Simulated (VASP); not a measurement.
**F: relaxation of cell and atoms with PBE**

Crystal: F.

```xyz
2
Lattice="0.0000 2.2323 2.2323 2.2323 0.0000 2.2323 2.2323 2.2323 0.0000" Properties=species:S:1:pos:R:3 pbc="T T T"
F     0.0000    0.0000    0.0000
F     1.1161    1.1161    1.1161
```

| Property | Result |
| --- | --- |
| Program | VASP 6.6.1 |
| Task | relaxation of cell and atoms |
| Functional | PBE |
| Potentials or basis | VASP PAW PBE potentials, release 64 (F) |
| Cutoff | 600 eV |
| k mesh | 16 × 16 × 16 |
| Occupations | fermi-dirac, width 0.05 eV |
| Spin | no spin polarisation |
| Dipole correction | no |
| Further INCAR settings | ALGO = Normal; EDIFF = 1e-07; IBRION = 2; EDIFFG = -0.005; NSW = 100; ISIF = 3 |

```
Relaxed volume                         : 14.22 Å³/atom
Relaxed cell                           : a = 3.426 Å, b = 3.426 Å, c = 3.426 Å, α = 60.00°, β = 60.00°, γ = 60.00°
Space group after relaxing (to 0.05 Å) : Fd-3m (No. 227)
Energy gained by relaxing              : 153.1 meV/atom
Ionic steps                            : 4
Pressure after relaxing                : 0.0 GPa
Band gap on the k mesh                 : zero (band 7 reaches -4.54 eV, above the bottom of band 8 at -5.53 eV)
```

Step by step:
```csv
step,energy change (eV),largest force (eV/Å),pressure (GPa),volume (Å³)
1,0.0000,0.0000,19.76,22.25
2,-0.2937,0.0000,2.85,26.96
3,-0.3031,0.0000,-1.28,29.17
4,-0.3062,0.0000,-0.04,28.44
```

Final structure:
```
F
1.0
     0.00000    2.42262    2.42262
     2.42262    0.00000    2.42262
     2.42262    2.42262    0.00000
F
2
Direct
  0.00000 0.00000 0.00000
  0.25000 0.25000 0.25000
```

Levels at points of the mesh, in eV from the Fermi level:
| k point | band 3 | band 4 | band 5 | band 6 | band 7 | band 8 | band 9 | band 10 | band 11 |
| --- | --- | --- | --- | --- | --- | --- | --- | --- | --- |
| (0.00, 0.00, 0.00) | -2.54 | -2.54 | -2.54 | -0.73 | -0.73 | -0.73 | 10.01 | 24.35 | 24.35 |
| (0.50, 0.00, 0.00) | -3.38 | -3.01 | -3.01 | -0.26 | -0.25 | -0.25 | 13.87 | 15.90 | 21.36 |
| (0.50, 0.50, 0.00) | -3.54 | -3.54 | -1.85 | -1.85 | 0.26 | 0.26 | 14.81 | 14.81 | 22.27 |

It took 2.5 min on 1 thread of AMD EPYC 7R43 64-Core Processor (Zen 3) (shared host), peak memory 0.13 GiB.

Caveat: the volume moved by over 15 % at a fixed basis, so the end points are rough.
